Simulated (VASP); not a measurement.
Be, 2 atoms in the cell. The structure is trigonal, space group P-3m1 (No. 164). The conventional cell has a = 2.300 Å, b = 2.300 Å, c = 3.601 Å, α = 90.00°, β = 90.00°, γ = 120.00°. Within 2.4 Å of Be (site symmetry 3m) lie 9 Be at 1.79 to 2.30 Å.  This cell differs from its parent crystal: atom 1 (Be) moved by (+0.000, -0.600) A along y and z.

* Program: VASP 6.6.1
* Task: single point
* Functional: PBEsol
* Potentials or basis: VASP PAW PBE potentials, release 64 (Be)
* Cutoff: 520 eV
* k mesh: 24 × 24 × 14
* Occupations: gaussian, width 0.15 eV
* Spin: no spin polarisation
* Dipole correction: no
* Further INCAR settings: ALGO = Normal; EDIFF = 1e-07; NBANDS = 9

Potentials or basis: VASP PAW PBE potentials, release 64 (Be).

The run is started by

```bash
$ cat potpaw_PBE.64/Be/POTCAR > POTCAR
$ mpirun -np 1 vasp_std > vasp.out
```

Hardware: 1 thread of Intel(R) Xeon(R) 6975P-C (Granite Rapids), on a shared host.

Problem. Estimate the wall time of this run.

Solution. It took 39 s on 1 thread of Intel(R) Xeon(R) 6975P-C (Granite Rapids), with other jobs on the host, peak memory 0.2 GiB. Counts: scf iterations 12, k points 776.
